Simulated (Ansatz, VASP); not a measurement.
# One calculation of SnSe, two programs

```
Sn Se
1.0
     0.00000    2.54097    2.54097
     2.54097    0.00000    2.54097
     2.54097    2.54097    0.00000
Sn Se
1 1
Direct
  0.00000 0.00000 0.00000
  0.50000 0.50000 0.50000
```

Change from the starting cell: volume scaled by 0.64, LAPW.

Alike in both runs: task single point; functional LDA; k mesh 14 × 14 × 14; occupations fermi-dirac, width 0.05 eV; no spin polarisation.

|  | VASP | Ansatz |
| --- | --- | --- |
| version | VASP 6.6.1 | Ansatz 0.2.0 |
| potentials or method | VASP PAW LDA potentials, release 64 (Sn_d, Se), cutoff 500 eV | all-electron LAPW, scalar-relativistic |

```tsv
	VASP	Ansatz	Ansatz less VASP
pressure (GPa)	70.2	69.4	-0.83
```

LDA's correlation is that of Perdew and Zunger in VASP and of Perdew and Wang (1992) in Ansatz. Both programs put the cell under a high pressure, so it lies far from rest at this level. Ansatz ran all-electron here, and VASP with PAW potentials.

Noted on VASP's run: the cell as given lies far from equilibrium.
